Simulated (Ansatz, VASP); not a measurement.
## Two plane-wave programs on InP

Contents of POSCAR:

```
InP
1.0
    0.0000000000      2.7453630729      2.7453630729
    2.7453630729      0.0000000000      2.7453630729
    2.7453630729      2.7453630729      0.0000000000
In P
1 1
Direct
    0.0000000000      0.0000000000      0.0000000000
    0.5000000000      0.5000000000      0.5000000000
```

The input INCAR.step1:

```
SYSTEM = InP
ALGO = Normal ; EDIFF = 1E-5
ENCUT = 520 ; GGA = PE
ISIF = 2 ; ISMEAR = -1
LASPH = .True. ; LCHARG = .False.
LREAL = .False. ; LWAVE = .True.
NBANDS = 16 ; NELM = 60
PREC = Accurate ; SIGMA = 0.02
```

File INCAR.step2:

```
SYSTEM = InP
AEXX = 0.75 ; ALGO = Normal
EDIFF = 1E-6 ; ENCUT = 520
GGA = PE ; HFSCREEN = 0.1
ISIF = 2 ; ISMEAR = -1
ISTART = 1 ; LASPH = .True.
LCHARG = .False. ; LHFCALC = .True.
LREAL = .False. ; LWAVE = .False.
NBANDS = 16 ; NELM = 60
PREC = Accurate ; PRECFOCK = Normal
SIGMA = 0.02
```

The input KPOINTS:

```
k-points
0
Gamma
  4 4 4
  0 0 0
```

Input for Ansatz:

```yaml
crystal:
  lattice:
    - [0.0, 2.7453630729, 2.7453630729]
    - [2.7453630729, 0.0, 2.7453630729]
    - [2.7453630729, 2.7453630729, 0.0]
  atoms:
    - { symbol: In, position: [0.0, 0.0, 0.0] }
    - { symbol: P, position: [0.5, 0.5, 0.5] }
kpoints:
  mp_grid: { grid: [4, 4, 4] }
hamiltonian:
  xc: { exchange: pbe, correlation: pbe, exx: { coeff: 0.75, omega: 0.1 } }
scf:
  occupations: { method: fermi_dirac, width: 0.02 }
  n_extra_bands: 4
output:
  forces: true
  stress: true
  eigenvalues: true
```

Alike in both runs: task single point; functional PBE-based screened hybrid with a share of 0.75 of exact exchange and HFSCREEN = 0.1; k mesh 4 × 4 × 4; occupations fermi-dirac, width 0.02 eV; no spin polarisation.

|  | VASP | Ansatz |
| --- | --- | --- |
| version | VASP 6.6.1 | Ansatz 0.2.0 |
| potentials or method | VASP PAW PBE potentials, release 64 (In_d, P) | plane waves |
| plane-wave cutoff (eV) | 520 | 420 |
| valence electrons in the cell | 18 | 18 |

|  | VASP | Ansatz | Ansatz less VASP |
| --- | --- | --- | --- |
| pressure (GPa) | -6.1 | -5.5 | +0.67 |

VASP's potentials were made for PBE, not for PBE-based screened hybrid. With one functional, cell and mesh, what is left measures potentials, basis and numerics. Ansatz's warnings: filled band counts differ across k points, stress exchange threshold loose, stress scf threshold loose.

The k mesh is coarse, so the values compare programs but aren't converged.
